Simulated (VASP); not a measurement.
# TaI (P6/mmm) in VASP: a series of runs

Runs on TaI. Level: PBE. Tasks: single point.

Everything below comes from runs of VASP 6.6.1. Logs are shortened: lines on timing, memory, paths and dates and some standing lists are left out, and cuts for length are marked.

## Step 1: The cell of the first run

It takes space group P6/mmm (No. 191, hexagonal). The conventional cell has a = 5.949 Å, b = 5.949 Å, c = 5.079 Å, α = 90.00°, β = 90.00°, γ = 120.00°. Within 3.9 Å of Ta (site symmetry mmm) lie 4 Ta at 2.97 Å and 6 I at 2.97 to 3.07 Å. Within 3.9 Å of I (site symmetry 6/mmm) lie 6 Ta at 2.97 Å. Within 4.0 Å of I (site symmetry -6m2) lie 6 Ta at 3.07 Å and 3 I at 3.43 Å.

## Step 2: Single point, PBE

File INCAR:

```
  PREC = Accurate
  ENCUT = 520
  EDIFF = 1E-6
  ISMEAR = 0
  SIGMA = 0.1
  LREAL = False
  LASPH = True
  NELM = 100
  ALGO = Normal
  ISIF = 2
  LWAVE = False
  LCHARG = True
  GGA = PE
  LELF = True
  LVHAR = True
  NBANDS = 36
```

File KPOINTS:

```
Automatic mesh
0
Gamma
  3 3 4
```

File POSCAR:

```
TaI
1.0
    5.9492964046      0.0000000000      0.0000000000
   -2.9746482023      5.1522418210      0.0000000000
    0.0000000000      0.0000000000      5.0791955481
Ta I
3 3
Direct
    0.5000000000      0.0000000000      0.0000000000
    0.5000000000      0.5000000000      0.0000000000
    0.0000000000      0.5000000000      0.0000000000
    0.0000000000      0.0000000000      0.0000000000
    0.3333333333      0.6666666667      0.5000000000
    0.6666666667      0.3333333333      0.5000000000
```

Potentials or basis: VASP PAW PBE potentials, release 64 (Ta_pv, I).

Launch:

```console
cat potpaw_PBE.64/Ta_pv/POTCAR potpaw_PBE.64/I/POTCAR > POTCAR
mpirun -np 1 vasp_std > vasp.out
```

OUTCAR:

```text
PREC = Accurate
   ENCUT = 520
   EDIFF = 1E-6
   ISMEAR = 0
   LREAL = False
   LASPH = True
   NELM = 100
   ISIF = 2
   GGA = PE

 ion  position               nearest neighbor table
   1  0.500  0.000  0.000-   2 2.97   3 2.97   2 2.97   3 2.97   4 2.97   4 2.97   6 3.07   5 3.07
                             6 3.07   5 3.07
   2  0.500  0.500  0.000-   1 2.97   4 2.97   1 2.97   4 2.97   3 2.97   3 2.97   6 3.07   5 3.07
                             6 3.07   5 3.07
   3  0.000  0.500  0.000-   1 2.97   4 2.97   4 2.97   1 2.97   2 2.97   2 2.97   6 3.07   5 3.07
                             6 3.07   5 3.07
   4  0.000  0.000  0.000-   2 2.97   3 2.97   3 2.97   2 2.97   1 2.97   1 2.97
   5  0.333  0.667  0.500-   1 3.07   1 3.07   3 3.07   3 3.07   2 3.07   2 3.07   6 3.43   6 3.43
                             6 3.43
   6  0.667  0.333  0.500-   1 3.07   1 3.07   3 3.07   3 3.07   2 3.07   2 3.07   5 3.43   5 3.43
                             5 3.43

  LATTYP: Found a hexagonal cell.
 ALAT       =     5.9492964046
 C/A-ratio  =     0.8537472674

  Lattice vectors:

 A1 = (   5.9492964046,   0.0000000000,   0.0000000000)
 A2 = (  -2.9746482023,   5.1522418210,   0.0000000000)
 A3 = (   0.0000000000,   0.0000000000,   5.0791955481)

Analysis of symmetry for initial positions (statically):
=====================================================================
 Subroutine PRICEL returns:
 Original cell was already a primitive cell.

 Routine SETGRP: Setting up the symmetry group for a
 hexagonal supercell.

 Subroutine GETGRP returns: Found 24 space group operations
 (whereof 24 operations were pure point group operations)
 out of a pool of 24 trial point group operations.

The static configuration has the point symmetry D_6h.

Analysis of symmetry for dynamics (positions and initial velocities):
=====================================================================
 Subroutine PRICEL returns:
 Original cell was already a primitive cell.

 Routine SETGRP: Setting up the symmetry group for a
 hexagonal supercell.

 Subroutine GETGRP returns: Found 24 space group operations
 (whereof 24 operations were pure point group operations)
 out of a pool of 24 trial point group operations.

The dynamic configuration has the point symmetry D_6h.

 Subroutine INISYM returns: Found 24 space group operations
 (whereof 24 operations are pure point group operations),
 and found     1 'primitive' translations

[... 90 lines left out ...]
   IBRION =     -1    ionic relax: 0-MD 1-quasi-New 2-CG
   NFREE  =      0    steps in history (QN), initial steepest desc. (CG)
   ISIF   =      2    stress and relaxation
   ISYM   =      2    0-nonsym 1-usesym 2-fastsym
   POTIM  = 0.5000    time-step for ionic-motion
   TEBEG  =    0.0;   TEEND  =   0.0 temperature during run
   PSTRESS=    0.0 pullay stress
   NELECT =      54.0000    total number of electrons
   NUPDOWN=      -1.0000    fix difference up-down
   EMIN   =  10.00;   EMAX   =-10.00  energy-range for DOS
   EFERMI =   0.00;   METHOD = LEGACY
   ISMEAR =     0;   SIGMA  =   0.10  broadening in eV -4-tet -1-fermi 0-gaus
   EFERMI_NEDOS =   21; number of points for ismear=-14 and -15
   IALGO  =     38    algorithm
   IMIX   =      4    mixing-type and parameters
     AMIX     =   0.40;   BMIX     =  1.00
     AMIX_MAG =   1.60;   BMIX_MAG =  1.00
  volume/ion in A,a.u.               =      25.95       175.11
  Fermi-wavevector in a.u.,A,eV,Ry     =   1.150237  2.173632 18.001108  1.323044
  Thomas-Fermi vector in A             =   2.286902
   LORBIT       =      0    0 simple, 1 ext, 2 COOP (PROOUT), +10 PAW based schemes
   GGA     = PE    functional components
   LHFCALC =     F    Hartree Fock is set to
   AEXX    =    0.0000 exact exchange contribution
   IVDW    =     0    specifies the selected vdW correction
   LEPSILON=     F    determine dielectric tensor
   LRPA    =     F    only Hartree local field effects (RPA)
 non-spin polarized calculation
 Gauss-broadening in eV      SIGMA  =   0.10
  energy-cutoff  :      520.00
  volume of cell :      155.69
 maximum number of plane-waves:      4233
 NGX is ok and might be reduce to    48
   NGX = 23   NGY = 23   NGZ = 19

 number of electron      53.9999995 magnetization

 Free energy of the ion-electron system (eV)
  ---------------------------------------------------
  ext. energy  EPLUGINS =         0.00000000
  ---------------------------------------------------
  free energy    TOTEN  =       -34.97327076 eV

  energy without entropy =      -34.94158650  energy(sigma->0) =      -34.95742863

 E-fermi :   7.0057     XC(G=0): -10.3476

 val. band max:        6.9825339257   @ k =   0.3333   0.3333   0.5000
 cond. band min:       7.1263665495   @ k =   0.3333   0.3333   0.5000
 fundamental gap:      0.1438326238
 Fermi energy:         7.0056920796

 k-point     1 :       0.0000    0.0000    0.0000
  band No.  band energies     occupation
      1     -28.2554      2.00000
      2     -28.2554      2.00000
      3     -28.2504      2.00000
      4     -28.1500      2.00000
      5     -28.0570      2.00000
      6     -28.0570      2.00000
[... 340 lines left out ...]
     35       9.9921      0.00000
     36      10.0025      0.00000

------------------------ aborting loop because EDIFF is reached ----------------------------------------

  FORCE on cell =-STRESS in cart. coord.  units (eV):
  Direction    XX          YY          ZZ          XY          YZ          ZX
  --------------------------------------------------------------------------------------
  -------------------------------------------------------------------------------------
  Total       -0.1768471     -0.1768471      0.2954668      0.0000000     -0.0000000      0.0000000
  in kB       -1.8199173     -1.8199173      3.0406223      0.0000000     -0.0000000      0.0000000
  external PRESSURE =      -0.1997374 kB  Pullay stress =       0.0000000 kB

 VOLUME and BASIS-vectors are now :
 -----------------------------------------------------------------------------
  energy-cutoff  :      520.00
  volume of cell :      155.69
      direct lattice vectors                 reciprocal lattice vectors
     5.949296405  0.000000000  0.000000000     0.168087103  0.097045134  0.000000000
    -2.974648202  5.152241821  0.000000000     0.000000000  0.194090269  0.000000000
     0.000000000  0.000000000  5.079195548     0.000000000  0.000000000  0.196881571

 POSITION                                       TOTAL-FORCE (eV/Angst)
 -----------------------------------------------------------------------------------
      2.97465      0.00000      0.00000        -0.000000      0.000000      0.000000
      1.48732      2.57612      0.00000        -0.000000      0.000000      0.000000
     -1.48732      2.57612      0.00000        -0.000000      0.000000      0.000000
      0.00000      0.00000      0.00000        -0.000000      0.000000      0.000000
     -0.00000      3.43483      2.53960         0.000000      0.000000     -0.000000
      2.97465      1.71741      2.53960        -0.000000     -0.000000      0.000000
 -----------------------------------------------------------------------------------
    total drift:                               -0.000000      0.000000      0.000000

  FREE ENERGIE OF THE ION-ELECTRON SYSTEM (eV)
  ---------------------------------------------------
  free  energy   TOTEN  =       -34.9732707608 eV

  energy  without entropy=      -34.9415865031  energy(sigma->0) =      -34.95742863
```

Run time: 30 s. Hardware: 1 thread of Intel Xeon 6975P-C (Granite Rapids), shared host; peak memory 0.31 GiB.

Results:

```
Free energy            : -34.9733 eV
Pressure               : 0.0 GPa
Band gap on the k mesh : zero (band 27 reaches 7.27 eV, above the bottom of band 28 at 6.62 eV)
```

Stress tensor (GPa, compression positive):
```
-0.18  0.00  0.00
 0.00 -0.18  0.00
 0.00  0.00  0.30
```

Levels at points of the mesh, in eV from the Fermi level:
```csv
k point,band 23,band 24,band 25,band 26,band 27,band 28,band 29,band 30,band 31,band 32
"(0.00, 0.00, 0.00)",-2.68,-2.68,-1.68,-1.68,-0.44,0.78,1.24,1.24,1.81,2.13
"(0.00, 0.00, 0.50)",-3.30,-2.77,-1.12,-0.42,-0.42,-0.38,0.34,0.34,1.27,1.27
```

Caveat: the k points lie up to 0.41 Å⁻¹ apart; spin-orbit coupling is left out, which moves the levels of the heavy elements.

## Step 3: Single point, PBE

This run uses another cell than the first one, of 28.24 Å³/atom, 1.088 times its volume.

File INCAR:

```
ALGO = Normal ; EDIFF = 1E-6
ENCUT = 520 ; GGA = PE
ISIF = 2 ; ISMEAR = 0
LASPH = T ; LCHARG = F
LREAL = F ; LWAVE = F
NBANDS = 36 ; NELM = 60
PREC = Accurate ; SIGMA = 0.1
```

File KPOINTS:

```
k-points
0
Gamma
  3 3 4
```

Changes to POSCAR since step 2:

```diff
@@ -2,5 +2,5 @@
 1.0
-    5.9492964046      0.0000000000      0.0000000000
-   -2.9746482023      5.1522418210      0.0000000000
-    0.0000000000      0.0000000000      5.0791955481
+    6.2358705713      0.0000000000      0.0000000000
+   -3.1179352857      5.4004223295      0.0000000000
+    0.0000000000      0.0000000000      5.0312137564
 Ta I
```

Potentials or basis: VASP PAW PBE potentials, release 64 (Ta_pv, I).

Launch:

```console
cat potpaw_PBE.64/Ta_pv/POTCAR potpaw_PBE.64/I/POTCAR > POTCAR
mpirun -np 1 vasp_std > vasp.out
```

Run time: 28 s. Hardware: 1 thread of Intel Xeon 6975P-C (Granite Rapids), shared host; peak memory 0.29 GiB.

Results (log left out):

| Item | Value |
| --- | --- |
| Free energy | -34.4883 eV |
| Pressure | -6.3 GPa |
| Band gap on the k mesh | zero (band 27 reaches 6.29 eV, above the bottom of band 28 at 5.80 eV) |

Stress tensor (GPa, compression positive):
```
-9.16  0.00  0.00
 0.00 -9.16  0.00
 0.00  0.00 -0.58
```

Levels at points of the mesh, in eV from the Fermi level:
```csv
k point,band 25,band 26,band 27,band 28,band 29,band 30
"(0.00, 0.00, 0.00)",-1.31,-1.31,-0.68,0.74,1.13,1.13
"(0.00, 0.00, 0.50)",-0.67,-0.56,-0.33,-0.33,0.26,0.26
```

Caveat: the k points lie up to 0.39 Å⁻¹ apart; spin-orbit coupling is left out, which moves the levels of the heavy elements.

## Step 4: Single point, PBE

This run uses another cell than the first one, of 25.88 Å³/atom, 0.997 times its volume.

File INCAR:

```
SYSTEM = TaI
ALGO = Normal
EDIFF = 1E-6
ENCUT = 520
GGA = PE
ISIF = 2
ISMEAR = 0
LASPH = .True.
LCHARG = .False.
LREAL = .False.
LWAVE = .False.
NBANDS = 36
NELM = 80
PREC = Accurate
SIGMA = 0.1
```

File KPOINTS:

```
k-points
0
Gamma
  6 6 8
  0 0 0
```

Changes to POSCAR since step 3:

```diff
@@ -2,5 +2,5 @@
 1.0
-    6.2358705713      0.0000000000      0.0000000000
-   -3.1179352857      5.4004223295      0.0000000000
-    0.0000000000      0.0000000000      5.0312137564
+    5.9293594968      0.0000000000      0.0000000000
+   -2.9646797484      5.1349759524      0.0000000000
+    0.0000000000      0.0000000000      5.1005082493
 Ta I
```

Potentials or basis: VASP PAW PBE potentials, release 64 (Ta_pv, I).

Launch:

```console
cat potpaw_PBE.64/Ta_pv/POTCAR potpaw_PBE.64/I/POTCAR > POTCAR
mpirun -np 1 vasp_std > vasp.out
```

OUTCAR:

```text
SYSTEM = TaI
   EDIFF = 1E-6
   ENCUT = 520
   GGA = PE
   ISIF = 2
   ISMEAR = 0
   LASPH = .True.
   LREAL = .False.
   NELM = 80
   PREC = Accurate

 ion  position               nearest neighbor table
   1  0.500  0.000  0.000-   4 2.96   4 2.96   2 2.96   2 2.96   3 2.96   3 2.96   6 3.07   5 3.07
                             6 3.07   5 3.07
   2  0.500  0.500  0.000-   3 2.96   3 2.96   4 2.96   1 2.96   1 2.96   4 2.96   6 3.07   5 3.07
                             6 3.07   5 3.07
   3  0.000  0.500  0.000-   2 2.96   2 2.96   4 2.96   4 2.96   1 2.96   1 2.96   6 3.07   5 3.07
                             6 3.07   5 3.07
[... 1150 lines left out ...]
  Total       -0.0194449     -0.0194449     -0.0384078     -0.0000000      0.0000000     -0.0000000
  in kB       -0.2006122     -0.2006122     -0.3962513     -0.0000000      0.0000000     -0.0000000
  external PRESSURE =      -0.2658252 kB  Pullay stress =       0.0000000 kB

 VOLUME and BASIS-vectors are now :
 -----------------------------------------------------------------------------
  energy-cutoff  :      520.00
  volume of cell :      155.30
      direct lattice vectors                 reciprocal lattice vectors
     5.929359497  0.000000000  0.000000000     0.168652280  0.097371439  0.000000000
    -2.964679748  5.134975952  0.000000000     0.000000000  0.194742879  0.000000000
     0.000000000  0.000000000  5.100508249     0.000000000  0.000000000  0.196058893

 POSITION                                       TOTAL-FORCE (eV/Angst)
 -----------------------------------------------------------------------------------
      2.96468      0.00000      0.00000        -0.000000      0.000000     -0.000000
      1.48234      2.56749      0.00000        -0.000000      0.000000     -0.000000
     -1.48234      2.56749      0.00000        -0.000000      0.000000     -0.000000
      0.00000      0.00000      0.00000        -0.000000      0.000000     -0.000000
     -0.00000      3.42332      2.55025         0.000000      0.000000      0.000000
      2.96468      1.71166      2.55025        -0.000000     -0.000000     -0.000000
 -----------------------------------------------------------------------------------
    total drift:                               -0.000000      0.000000      0.000000

  FREE ENERGIE OF THE ION-ELECTRON SYSTEM (eV)
  ---------------------------------------------------
  free  energy   TOTEN  =       -35.0241519605 eV

  energy  without entropy=      -34.9906105121  energy(sigma->0) =      -35.00738124
```

OSZICAR:

```text
N       E                     dE             d eps       ncg     rms          rms(c)
DAV:   1     0.433204241906E+03    0.43320E+03   -0.26822E+04  2568   0.137E+03
DAV:   2    -0.108229127219E+02   -0.44403E+03   -0.43319E+03  2972   0.350E+02
DAV:   3    -0.355465237552E+02   -0.24724E+02   -0.24028E+02  3252   0.702E+01
DAV:   4    -0.363982201686E+02   -0.85170E+00   -0.84181E+00  3224   0.124E+01
DAV:   5    -0.364258933621E+02   -0.27673E-01   -0.27617E-01  3388   0.225E+00    0.239E+01
DAV:   6    -0.352851598060E+02    0.11407E+01   -0.13476E+00  3068   0.588E+00    0.128E+01
DAV:   7    -0.350378930019E+02    0.24727E+00   -0.13947E+00  3272   0.540E+00    0.171E+00
DAV:   8    -0.350236654809E+02    0.14228E-01   -0.12319E-01  2904   0.151E+00    0.145E+00
DAV:   9    -0.350243852764E+02   -0.71980E-03   -0.11087E-02  3084   0.462E-01    0.617E-01
DAV:  10    -0.350241721495E+02    0.21313E-03   -0.47430E-03  3160   0.314E-01    0.742E-02
DAV:  11    -0.350241360547E+02    0.36095E-04   -0.26183E-04  3008   0.722E-02    0.392E-02
DAV:  12    -0.350241342436E+02    0.18111E-05   -0.92218E-05  3220   0.408E-02    0.228E-02
DAV:  13    -0.350241511220E+02   -0.16878E-04   -0.23816E-05  2632   0.202E-02    0.193E-02
DAV:  14    -0.350241519605E+02   -0.83844E-06   -0.15059E-06  2240   0.513E-03
   1 F= -.35024152E+02 E0= -.35007381E+02  d E =-.335414E-01
```

Run time: 84 s. Hardware: 1 thread of Intel Xeon 6975P-C (Granite Rapids), shared host; peak memory 0.38 GiB.

Results:

```yaml
Free_energy: -35.0242 eV
Pressure: 0.0 GPa
Band_gap_on_the_k_mesh: zero (band 27 reaches 7.41 eV, above the bottom of band 28 at 6.70 eV)
```

Levels at points of the mesh, in eV from the Fermi level:
```csv
k point,band 25,band 26,band 27,band 28,band 29,band 30
"(0.00, 0.00, 0.00)",-1.73,-1.73,-0.43,0.70,1.26,1.26
"(0.50, 0.00, 0.00)",-0.87,-0.06,-0.04,0.00,0.02,1.27
"(0.00, 0.00, 0.50)",-1.20,-0.47,-0.47,-0.37,0.29,0.29
"(0.50, 0.00, 0.50)",-0.72,-0.50,-0.37,-0.33,-0.16,0.44
```

Caveat: spin-orbit coupling is left out, which moves the levels of the heavy elements.

## Step 5: Overview

```tsv
cell	k mesh	gap on the mesh (eV)	pressure (GPa)
a = 5.949, b = 5.949, c = 5.079 Å, angles 90.0, 90.0, 120.0°, 6 atoms	3 × 3 × 4	none	0.0
a = 6.236, b = 6.236, c = 5.031 Å, angles 90.0, 90.0, 120.0°, 6 atoms	3 × 3 × 4	none	-6.3
a = 5.929, b = 5.929, c = 5.101 Å, angles 90.0, 90.0, 120.0°, 6 atoms	6 × 6 × 8	none	0.0
```

Alike in all rows: task single point; level PBE; potentials or basis VASP PAW PBE potentials, release 64 (Ta_pv, I); no spin polarisation; cutoff (eV) 520; smearing gaussian 0.1 eV.

Caveats: some runs use coarse meshes; spin-orbit coupling is left out, which moves the levels of the heavy elements.

Total energies depend on the potentials used, so only differences within one code and one set of settings carry meaning.
